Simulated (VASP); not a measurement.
A run of VASP 6.6.1:

The input POSCAR:

```
Si12O23
1.0
   -2.3020000000      3.9871810000      5.2070000000
    4.6040000000      0.0000000000      5.2070000000
    4.6040000000      7.9743620000      0.0000000000
Si O
12 23
Direct
    0.1721674864      0.6386375837      0.9234055426
    0.3719256581      0.8431815053      0.0512965279
    0.2278872444      0.2009149450      0.1629122567
    0.1964950744      0.6456370554      0.3942929319
    0.3061510961      0.8490845482      0.5813949964
    0.2535132680      0.2493916676      0.6544001532
    0.6532357873      0.1561191195      0.1576386525
    0.8161136089      0.3584022351      0.3066693391
    0.7414837269      0.7483822228      0.3958433505
    0.7045425125      0.1273852770      0.6403755536
    0.8153483313      0.3424202495      0.8171322828
    0.7165240649      0.7434281149      0.8993714936
    0.2890200543      0.4072781980      0.9999651045
    0.4461663467      0.0105657447      0.0832898004
    0.7319777212      0.3485579040      0.1673610174
    0.4122430968      0.2031949673      0.2556972153
    0.0447147810      0.3841425264      0.2775428397
    0.7491455216      0.1652785230      0.9686156974
    0.3094164802      0.4244775087      0.4961853361
    0.1855176350      0.0752519060      0.6175588229
    0.7775115279      0.3061961732      0.6671121537
    0.4552711095      0.1569170987      0.7263839643
    0.0580549728      0.3395194463      0.7870013069
    0.7572902246      0.1594660650      0.4537383436
    0.7894061673      0.9271841918      0.2377384835
    0.6657631437      0.5749460938      0.3633716205
    0.2336393041      0.8322783068      0.4407937345
    0.9491055655      0.6580876359      0.4621102381
    0.5533811542      0.8373253947      0.5352846003
    0.2981478249      0.6651108653      0.2107004494
    0.8116548389      0.8968925012      0.7311362649
    0.6815134048      0.5724821781      0.8326876434
    0.2243637807      0.8403249076      0.9437542460
    0.9174850882      0.6734440457      0.9763590979
    0.2547247629      0.6610703207      0.7317924952
```

File INCAR.step1:

```
  ALGO = Normal
  EDIFF = 1E-4
  ENCUT = 520
  GGA = PE
  ISMEAR = -1
  LASPH = T
  LCHARG = F
  LREAL = Auto
  LWAVE = T
  NBANDS = 116
  NELECT = 188.0
  NELM = 60
  PREC = Accurate
  SIGMA = 0.05
```

INCAR.step2

```
  ALGO = Normal
  EDIFF = 1E-6
  ENCUT = 520
  ISIF = 2
  ISMEAR = -1
  ISTART = 1
  IVDW = 12
  LASPH = T
  LCHARG = F
  LMIXTAU = T
  LREAL = Auto
  LWAVE = F
  METAGGA = R2SCAN
  NBANDS = 116
  NELECT = 188.0
  NELM = 60
  PREC = Accurate
  SIGMA = 0.05
  VDW_A1 = 0.49484001
  VDW_A2 = 5.73083694
  VDW_S6 = 1.0
  VDW_S8 = 0.78981345
```

File KPOINTS:

```
k-points
0
Gamma
  2 2 2
```

Potentials or basis: VASP PAW PBE potentials, release 64 (Si, O).

Command:

```bash
$ cat potpaw_PBE.64/Si/POTCAR potpaw_PBE.64/O/POTCAR > POTCAR
$ cp INCAR.step1 INCAR
$ mpirun -np 1 vasp_std > vasp.out
$ cp INCAR.step2 INCAR
$ mpirun -np 1 vasp_std > vasp.out
```

Hardware: 1 thread of Intel(R) Xeon(R) 6975P-C (Granite Rapids), with other jobs on the host.

Task: How long does it take, and how much memory?

Result: Run time: 17 min on 1 thread of Intel(R) Xeon(R) 6975P-C (Granite Rapids), on a shared host, peak memory 0.63 GiB. Counts: k points 8.
